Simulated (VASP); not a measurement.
Set up this calculation in VASP 6.6.1, as the native input.

```yaml
Task: single point
Functional: LDA
Potentials_or_basis: VASP PAW PBE potentials, release 64 (Gd, N)
Cutoff: 520 eV
k_mesh: 10 × 10 × 8
Occupations: gaussian, width 0.05 eV
Spin: collinear spin, ferromagnetic start
Starting_moments: "[7.54, 7.54, 0.0, 0.0] μB"
Dipole_correction: no
Further_INCAR_settings: ALGO = Normal; EDIFF = 1e-06; NBANDS = 35
```

The structure of GdN lies in POSCAR:

```
GdN
1.0
    3.4370865006      0.0000000000      0.0000000000
   -1.7185432503      2.9766042245      0.0000000000
    0.0000000000      0.0000000000      5.9650669071
Gd N
2 2
Direct
    0.3333333333      0.6666666667      0.2500000000
    0.6666666667      0.3333333333      0.7500000000
    0.0000000000      0.0000000000      0.0000000000
    0.0000000000      0.0000000000      0.5000000000
```

These files were run (other wordings do the same):

INCAR

```
SYSTEM = GdN
PREC = Accurate
ENCUT = 520
EDIFF = 1E-6
ISMEAR = 0
SIGMA = 0.05
LREAL = .FALSE.
LASPH = .TRUE.
NELM = 150
ALGO = Normal
ISIF = 2
LWAVE = .FALSE.
LCHARG = .FALSE.
ISPIN = 2
MAGMOM = 7.54 7.54 0 0
LORBIT = 11
LMAXMIX = 6
GGA = CA
NBANDS = 35
```

KPOINTS

```
Automatic mesh
0
G
  10 10 8
  0 0 0
```

Potentials or basis: VASP PAW PBE potentials, release 64 (Gd, N).

The run is started by

```sh
$ cat potpaw_PBE.64/Gd/POTCAR potpaw_PBE.64/N/POTCAR > POTCAR
$ mpirun -np 1 vasp_std > vasp.out
```

Results of the run:

```yaml
Pressure: -9.0 GPa
Band_gap_on_the_k_mesh: zero (filled and empty bands overlap)
Net_moment: 14.00 μB per cell
Site_moments: Gd +6.79; N -0.05 μB
Valence_electrons_inside_the_program's_atomic_spheres: Gd 15.23; N 3.61
```

Caveat: the cell stands under tension; the PAW data sets were made with another functional, which shifts forces and pressure a little; spin-orbit coupling is left out, which moves the levels of the heavy elements; semilocal functionals describe open f shells poorly, which spoils levels, moments and volumes.

It took 26 min on 1 thread of AMD EPYC 9R45 96-Core Processor (Zen 5), with other jobs on the host, peak memory 0.33 GiB.
